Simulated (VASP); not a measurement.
A run of VASP 6.6.1 is set up as follows.

INCAR

```
SYSTEM = GaSb
ALGO     = Normal         ! electronic algorithm
EDIFF    = 1E-6           ! SCF threshold, eV
ENCUT    = 520            ! plane-wave cutoff, eV
GGA      = PE             ! functional
ISIF     = 2              ! what is computed and relaxed
ISMEAR   = 0              ! smearing method
LASPH    = .TRUE.         ! aspherical terms in the spheres
LCHARG   = .FALSE.        ! write CHGCAR
LREAL    = .FALSE.        ! projectors in reciprocal space
LWAVE    = .FALSE.        ! write WAVECAR
NBANDS   = 16             ! bands
NELM     = 60             ! most SCF steps
PREC     = Accurate       ! precision mode
SIGMA    = 0.15           ! smearing width, eV
```

Contents of KPOINTS:

```
k-points
0
G
  22 22 22
  0 0 0
```

File POSCAR:

```
GaSb
1.0
   -2.3508739150      2.3508739150      1.5810862690
    2.3508739150     -2.3508739150      1.5810862690
    2.3508739150      2.3508739150     -1.5810862690
Ga Sb
1 1
Direct
    0.2500000000      0.7500000000      0.5000000000
    0.0000000000      0.0000000000      0.0000000000
```

Potentials or basis: VASP PAW PBE potentials, release 64 (Ga_d, Sb).

Launch:

```sh
$ cat potpaw_PBE.64/Ga_d/POTCAR potpaw_PBE.64/Sb/POTCAR > POTCAR
$ mpirun -np 1 vasp_std > vasp.out
```

Problem. Estimate the band gap on the k mesh.

Solution. Zero (bands 9 and 10 overlap by 7.34 eV).

Problem. Estimate the pressure.

Solution. 42.2 GPa.

Stress tensor (GPa, compression positive):
```
50.95  0.00  0.00
 0.00 50.95  0.00
 0.00  0.00 24.81
```

Caveat: the cell differs from its parent crystal (strain -0.1500 x Voigt [1, 1, 0, 0, 0, 0]); the cell stands under pressure; spin-orbit coupling is left out, which moves the levels of the heavy elements.
